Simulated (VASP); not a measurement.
# BaTe in VASP: notebook

Runs on BaTe. Level: PBE. Tasks: single point.

Program: VASP 6.6.1. These are calculated values, not measurements. Logs are shortened: lines on timing, memory, paths and dates and some standing lists are left out, and cuts for length are marked.

### 1 The cell of the first run

Symmetry: Fm-3m, No. 225, cubic system. The conventional cell has a = 6.865 Å, b = 6.865 Å, c = 6.865 Å, α = 90.00°, β = 90.00°, γ = 90.00°. Ba (site symmetry m-3m) has 6 Te at 3.43 Å within 4.5 Å. Within 4.5 Å of Te (site symmetry m-3m) lie 6 Ba at 3.43 Å.

### 2 Single point, PBE (volume scaled by 1.02)

File INCAR:

```
SYSTEM = BaTe
ALGO     = Normal         ! electronic algorithm
EDIFF    = 1E-6           ! SCF threshold, eV
ENCUT    = 520            ! plane-wave cutoff, eV
GGA      = PE             ! functional
ISIF     = 2              ! what is computed and relaxed
ISMEAR   = -1             ! smearing method
LASPH    = .True.         ! aspherical terms in the spheres
LCHARG   = .True.         ! write CHGCAR
LELF     = .True.         ! ELF
LREAL    = .False.        ! projectors in reciprocal space
LVHAR    = .True.       
LWAVE    = .False.        ! write WAVECAR
NBANDS   = 15             ! bands
NELM     = 60             ! most SCF steps
PREC     = Accurate       ! precision mode
SIGMA    = 0.05           ! smearing width, eV
```

File KPOINTS:

```
k-points
0
Gamma
  7 7 7
  0 0 0
```

File POSCAR:

```
BaTe
1.0
    0.0000000000      3.4325834396      3.4325834396
    3.4325834396      0.0000000000      3.4325834396
    3.4325834396      3.4325834396      0.0000000000
Ba Te
1 1
Direct
    0.0000000000      0.0000000000      0.0000000000
    0.5000000000      0.5000000000      0.5000000000
```

Potentials or basis: VASP PAW PBE potentials, release 64 (Ba_sv, Te).

Launch:

```
$ cat potpaw_PBE.64/Ba_sv/POTCAR potpaw_PBE.64/Te/POTCAR > POTCAR
$ mpirun -np 1 vasp_std > vasp.out
```

OUTCAR:

```text
SYSTEM = BaTe
   EDIFF = 1E-6
   ENCUT = 520
   GGA = PE
   ISIF = 2
   ISMEAR = -1
   LASPH = .True.
   LREAL = .False.
   NELM = 60
   PREC = Accurate

 ion  position               nearest neighbor table
   1  0.000  0.000  0.000-   2 3.43   2 3.43   2 3.43   2 3.43   2 3.43   2 3.43
   2  0.500  0.500  0.500-   1 3.43   1 3.43   1 3.43   1 3.43   1 3.43   1 3.43

  LATTYP: Found a face centered cubic cell.
 ALAT       =     6.8651668792

  Lattice vectors:

 A1 = (   0.0000000000,   3.4325834396,   3.4325834396)
 A2 = (   3.4325834396,   0.0000000000,   3.4325834396)
 A3 = (   3.4325834396,   3.4325834396,   0.0000000000)

Analysis of symmetry for initial positions (statically):
=====================================================================
 Subroutine PRICEL returns:
 Original cell was already a primitive cell.

 Routine SETGRP: Setting up the symmetry group for a
 face centered cubic supercell.

 Subroutine GETGRP returns: Found 48 space group operations
 (whereof 48 operations were pure point group operations)
 out of a pool of 48 trial point group operations.

The static configuration has the point symmetry O_h .

Analysis of symmetry for dynamics (positions and initial velocities):
=====================================================================
 Subroutine PRICEL returns:
 Original cell was already a primitive cell.

 Routine SETGRP: Setting up the symmetry group for a
 face centered cubic supercell.

 Subroutine GETGRP returns: Found 48 space group operations
 (whereof 48 operations were pure point group operations)
 out of a pool of 48 trial point group operations.

The dynamic configuration has the point symmetry O_h .

 Subroutine INISYM returns: Found 48 space group operations
 (whereof 48 operations are pure point group operations),
 and found     1 'primitive' translations

----------------------------------------------------------------------------------------

                                     Primitive cell

  volume of cell :      80.8897

  direct lattice vectors                    reciprocal lattice vectors
     0.000000000  3.432583440  3.432583440    -0.145662883  0.145662883  0.145662883
     3.432583440  0.000000000  3.432583440     0.145662883 -0.145662883  0.145662883
     3.432583440  3.432583440  0.000000000     0.145662883  0.145662883 -0.145662883

  length of vectors
     4.854406054  4.854406054  4.854406054     0.252295514  0.252295514  0.252295514

  position of ions in fractional coordinates (direct lattice)
[... 8 lines left out ...]
----------------------------------------------------------------------------------------

 KPOINTS: k-points

Automatic generation of k-mesh.
 Grid dimensions read from file:
 generate k-points for:    7    7    7

 Generating k-lattice:

  Cartesian coordinates                     Fractional coordinates (reciprocal lattice)
    -0.020808983  0.020808983  0.020808983     0.142857143  0.000000000  0.000000000
     0.020808983 -0.020808983  0.020808983     0.000000000  0.142857143  0.000000000
     0.020808983  0.020808983 -0.020808983     0.000000000  0.000000000  0.142857143

  Length of vectors
     0.036042216  0.036042216  0.036042216

  Shift w.r.t. Gamma in fractional coordinates (k-lattice)
     0.000000000  0.000000000  0.000000000

 Subroutine IBZKPT returns following result:
 ===========================================

 Found     20 irreducible k-points:

 Following reciprocal coordinates:
            Coordinates               Weight
  0.000000  0.000000  0.000000      1.000000
  0.142857  0.000000  0.000000      8.000000
  0.285714  0.000000  0.000000      8.000000
  0.428571  0.000000  0.000000      8.000000
  0.142857  0.142857  0.000000      6.000000
  0.285714  0.142857  0.000000     24.000000
[... 12 lines left out ...]
 -0.428571  0.428571  0.142857     24.000000
 -0.285714  0.428571  0.142857     24.000000
   k-points           NKPTS =     20   k-points in BZ     NKDIM =     20   number of bands    NBANDS=     15
   number of dos      NEDOS =    301   number of ions     NIONS =      2
   total plane-waves  NPLWV =  46656
   dimension x,y,z NGX =    36 NGY =   36 NGZ =   36
   dimension x,y,z NGXF=    72 NGYF=   72 NGZF=   72
   ions per type =               1   1
   NGX,Y,Z   is equivalent  to a cutoff of  12.33, 12.33, 12.33 a.u.
   NGXF,Y,Z  is equivalent  to a cutoff of  24.66, 24.66, 24.66 a.u.
 SYSTEM =  BaTe
   PREC   = accura    normal or accurate (medium, high low for compatibility)
   ISTART =      0    job   : 0-new  1-cont  2-samecut
   ICHARG =      2    charge: 1-file 2-atom 10-const
   ISPIN  =      1    spin polarized calculation?
   LNONCOLLINEAR =      F non collinear calculations
   LSORBIT =      F    spin-orbit coupling
   LASPH  =      T    aspherical Exc in radial PAW
   ENCUT  =  520.0 eV  38.22 Ry    6.18 a.u.   9.03  9.03  9.03*2*pi/ulx,y,z
   NELM   =     60;   NELMIN=  2; NELMDL= -5     # of ELM steps
   EDIFF  = 0.1E-05   stopping-criterion for ELM
   LREAL  =      F    real-space projection
[... 7 lines left out ...]
   TEBEG  =    0.0;   TEEND  =   0.0 temperature during run
   PSTRESS=    0.0 pullay stress
   NELECT =      16.0000    total number of electrons
   NUPDOWN=      -1.0000    fix difference up-down
   EMIN   =  10.00;   EMAX   =-10.00  energy-range for DOS
   EFERMI =   0.00;   METHOD = LEGACY
   ISMEAR =    -1;   SIGMA  =   0.05  broadening in eV -4-tet -1-fermi 0-gaus
   EFERMI_NEDOS =   21; number of points for ismear=-14 and -15
   IALGO  =     38    algorithm
   IMIX   =      4    mixing-type and parameters
     AMIX     =   0.40;   BMIX     =  1.00
     AMIX_MAG =   1.60;   BMIX_MAG =  1.00
  volume/ion in A,a.u.               =      40.44       272.94
  Fermi-wavevector in a.u.,A,eV,Ry     =   0.953858  1.802530 12.379194  0.909845
  Thomas-Fermi vector in A             =   2.082552
   LORBIT       =      0    0 simple, 1 ext, 2 COOP (PROOUT), +10 PAW based schemes
   GGA     = PE    functional components
   LHFCALC =     F    Hartree Fock is set to
   AEXX    =    0.0000 exact exchange contribution
   IVDW    =     0    specifies the selected vdW correction
   LEPSILON=     F    determine dielectric tensor
   LRPA    =     F    only Hartree local field effects (RPA)
 non-spin polarized calculation
  energy-cutoff  :      520.00
  volume of cell :       80.89
 maximum number of plane-waves:      2197
   NGX = 17   NGY = 17   NGZ = 17

 number of electron      15.9999999 magnetization

 Free energy of the ion-electron system (eV)
  ---------------------------------------------------
  ext. energy  EPLUGINS =         0.00000000
  ---------------------------------------------------
  free energy    TOTEN  =        -8.55033314 eV

  energy without entropy =       -8.55033312  energy(sigma->0) =       -8.55033313

 E-fermi :   3.3611     XC(G=0):  -8.4827

 val. band max:        2.6596642789   @ k =   0.0000   0.0000   0.0000
 cond. band min:       4.0905783801   @ k =   0.4286   0.4286   0.0000
 fundamental gap:      1.4309141012
 Fermi energy:         3.3610804320

 k-point     1 :       0.0000    0.0000    0.0000
  band No.  band energies     occupation
      1     -24.2155      2.00000
      2      -9.3833      2.00000
      3      -9.3833      2.00000
      4      -9.3833      2.00000
      5      -7.0182      2.00000
      6       2.6597      2.00000
      7       2.6597      2.00000
      8       2.6597      2.00000
      9       5.5413      0.00000
     10       5.5413      0.00000
     11       5.5413      0.00000
     12       5.8046      0.00000
     13       6.2221      0.00000
     14       6.2221      0.00000
     15       9.6430      0.00000

 k-point     2 :       0.1429    0.0000    0.0000
  band No.  band energies     occupation
      1     -24.2121      2.00000
      2      -9.5108      2.00000
      3      -9.3857      2.00000
      4      -9.3857      2.00000
      5      -6.8290      2.00000
      6       1.9795      2.00000
      7       2.3247      2.00000
      8       2.3247      2.00000
      9       5.6001      0.00000
     10       5.8111      0.00000
     11       5.8111      0.00000
     12       6.6638      0.00000
     13       6.8531      0.00000
     14       6.8531      0.00000
     15      10.3215      0.00000

 k-point     3 :       0.2857    0.0000    0.0000
  band No.  band energies     occupation
      1     -24.2043      2.00000
      2      -9.7505      2.00000
      3      -9.3913      2.00000
      4      -9.3913      2.00000
      5      -6.4398      2.00000
      6       0.9644      2.00000
      7       1.7808      2.00000
      8       1.7808      2.00000
      9       5.8904      0.00000
     10       6.5181      0.00000
     11       6.5181      0.00000
     12       8.0762      0.00000
     13       8.2992      0.00000
     14       8.2992      0.00000
     15      11.1144      0.00000
[... 271 lines left out ...]
 k-point    19 :      -0.4286    0.4286    0.1429
  band No.  band energies     occupation
      1     -24.1921      2.00000
      2      -9.6637      2.00000
      3      -9.5141      2.00000
      4      -9.5087      2.00000
      5      -6.5921      2.00000
      6       1.3259      2.00000
      7       1.6993      2.00000
      8       1.9493      2.00000
      9       4.9491      0.00000
     10       7.4300      0.00000
     11       7.6031      0.00000
     12       8.5167      0.00000
     13       8.5496      0.00000
     14       8.9464      0.00000
     15      10.8504      0.00000

 k-point    20 :      -0.2857    0.4286    0.1429
  band No.  band energies     occupation
      1     -24.1916      2.00000
      2      -9.6559      2.00000
      3      -9.5809      2.00000
      4      -9.4899      2.00000
      5      -6.4974      2.00000
      6       1.1808      2.00000
      7       1.6312      2.00000
      8       1.7059      2.00000
      9       5.8077      0.00000
     10       6.6914      0.00000
     11       7.8443      0.00000
     12       8.1797      0.00000
     13       8.4265      0.00000
     14      10.4002      0.00000
     15      11.1287      0.00000

------------------------ aborting loop because EDIFF is reached ----------------------------------------

  FORCE on cell =-STRESS in cart. coord.  units (eV):
  Direction    XX          YY          ZZ          XY          YZ          ZX
  --------------------------------------------------------------------------------------
  -------------------------------------------------------------------------------------
  Total        1.7016389      1.7016389      1.7016389     -0.0000000      0.0000000      0.0000000
  in kB       33.7042513     33.7042513     33.7042513     -0.0000000      0.0000000      0.0000000
  external PRESSURE =      33.7042513 kB  Pullay stress =       0.0000000 kB

 VOLUME and BASIS-vectors are now :
 -----------------------------------------------------------------------------
  energy-cutoff  :      520.00
  volume of cell :       80.89
      direct lattice vectors                 reciprocal lattice vectors
     0.000000000  3.432583440  3.432583440    -0.145662883  0.145662883  0.145662883
     3.432583440  0.000000000  3.432583440     0.145662883 -0.145662883  0.145662883
     3.432583440  3.432583440  0.000000000     0.145662883  0.145662883 -0.145662883

 POSITION                                       TOTAL-FORCE (eV/Angst)
 -----------------------------------------------------------------------------------
      0.00000      0.00000      0.00000         0.000000      0.000000      0.000000
      3.43258      3.43258      3.43258        -0.000000     -0.000000     -0.000000
 -----------------------------------------------------------------------------------
    total drift:                                0.000000      0.000000      0.000000

  FREE ENERGIE OF THE ION-ELECTRON SYSTEM (eV)
  ---------------------------------------------------
  free  energy   TOTEN  =        -8.5503331434 eV

  energy  without entropy=       -8.5503331183  energy(sigma->0) =       -8.55033313
```

It used 75 s of CPU time on 1 thread of AMD EPYC 7R13 Processor (Zen 3), on a shared host.

What came out:

- Free energy: -8.5503 eV
- Pressure: 3.4 GPa
- Band gap on the k mesh: 1.43 eV, indirect (least direct gap 1.81 eV)

Caveat: spin-orbit coupling is left out, which moves the levels of the heavy elements.

### 3 Single point, PBE (volume scaled by 1.06)

File INCAR:

```
SYSTEM = BaTe
ALGO     = Normal         ! electronic algorithm
EDIFF    = 1E-6           ! SCF threshold, eV
ENCUT    = 520            ! plane-wave cutoff, eV
GGA      = PE             ! functional
ISIF     = 2              ! what is computed and relaxed
ISMEAR   = -1             ! smearing method
LASPH    = .TRUE.         ! aspherical terms in the spheres
LCHARG   = .FALSE.        ! write CHGCAR
LREAL    = .FALSE.        ! projectors in reciprocal space
LWAVE    = .FALSE.        ! write WAVECAR
NBANDS   = 15             ! bands
NELM     = 60             ! most SCF steps
PREC     = Accurate       ! precision mode
SIGMA    = 0.05           ! smearing width, eV
```

File KPOINTS:

```
k-points
0
G
  7 7 7
  0 0 0
```

File POSCAR:

```
BaTe
1.0
    0.0000000000      3.4768797245      3.4768797245
    3.4768797245      0.0000000000      3.4768797245
    3.4768797245      3.4768797245      0.0000000000
Ba Te
1 1
Direct
    0.0000000000      0.0000000000      0.0000000000
    0.5000000000      0.5000000000      0.5000000000
```

Potentials or basis: VASP PAW PBE potentials, release 64 (Ba_sv, Te).

Launch:

```
$ cat potpaw_PBE.64/Ba_sv/POTCAR potpaw_PBE.64/Te/POTCAR > POTCAR
$ mpirun -np 1 vasp_std > vasp.out
```

It used 73 s of CPU time on 1 thread of AMD EPYC 7R13 Processor (Zen 3) (shared host).

The run converged. Its results:

| Item | Value |
| --- | --- |
| Free energy | -8.6017 eV |
| Pressure | 1.9 GPa |
| Band gap on the k mesh | 1.52 eV, indirect (least direct gap 1.91 eV) |

Levels at points of the mesh, in eV from the valence-band top:
```
           k point  band 6  band 7  band 8  band 9  band 10  band 11
(0.00, 0.00, 0.00)    0.00    0.00    0.00    2.91     2.91     2.91
```

Caveat: spin-orbit coupling is left out, which moves the levels of the heavy elements. A k mesh can miss the band edges.

### 4 Single point, PBE (atoms moved at random)

File INCAR:

```
ALGO = Normal
EDIFF = 1E-6
ENCUT = 520
GGA = PE
ISIF = 2
ISMEAR = -1
LASPH = True
LCHARG = False
LREAL = False
LWAVE = False
NBANDS = 15
NELM = 80
PREC = Accurate
SIGMA = 0.05
```

File KPOINTS:

```
k-points
0
Gamma
  7 7 7
```

File POSCAR:

```
BaTe
1.0
    0.0000000000      3.4100000000      3.4100000000
    3.4100000000      0.0000000000      3.4100000000
    3.4100000000      3.4100000000      0.0000000000
Ba Te
1 1
Direct
   -0.0040420000      0.0070370000     -0.0072940000
    0.5045320000      0.5000230000      0.5071330000
```

Launch:

```
$ cat potpaw_PBE.64/Ba_sv/POTCAR potpaw_PBE.64/Te/POTCAR > POTCAR
$ mpirun -np 1 vasp_std > vasp.out
```

It used 280 s of CPU time on 1 thread of AMD EPYC 7R13 Processor (Zen 3), on a shared host.

It converged, with:

```yaml
Free_energy: -8.5021 eV
Pressure: 4.3 GPa
Largest_force: 0.257 eV/Å
Band_gap_on_the_k_mesh: 1.40 eV, indirect (least direct gap 1.77 eV)
```

Forces on the atoms (eV/Å):
```
Ba   0.077  0.244  0.016
Te  -0.077 -0.244 -0.016
```

Stress tensor (GPa, compression positive):
```
 4.23 -0.03  0.00
-0.03  4.49 -0.01
 0.00 -0.01  4.20
```

Levels at points of the mesh, in eV from the valence-band top:
| k point | band 6 | band 7 | band 8 | band 9 | band 10 | band 11 |
| --- | --- | --- | --- | --- | --- | --- |
| (0.00, 0.00, 0.00) | 0.00 | 0.00 | 0.00 | 2.88 | 2.89 | 2.89 |

Caveat: the cell differs from its parent crystal (atoms moved at random); spin-orbit coupling is left out, which moves the levels of the heavy elements.

### 5 Summary

| cell | gap on the mesh (eV) | pressure (GPa) |
| --- | --- | --- |
| a = 4.854 Å, angles 60.0°, 2 atoms | 1.43 | 3.4 |
| a = 4.917 Å, angles 60.0°, 2 atoms | 1.52 | 1.9 |
| a = 4.822 Å, angles 60.0°, 2 atoms | 1.40 | 4.3 |

Alike in all rows: task single point; level PBE; potentials or basis VASP PAW PBE potentials, release 64 (Ba_sv, Te); no spin polarisation; k mesh 7 × 7 × 7; cutoff (eV) 520; smearing fermi-dirac 0.05 eV.

Caveats: spin-orbit coupling is left out, which moves the levels of the heavy elements.

Absolute energies hang on the potentials; compare differences alone.
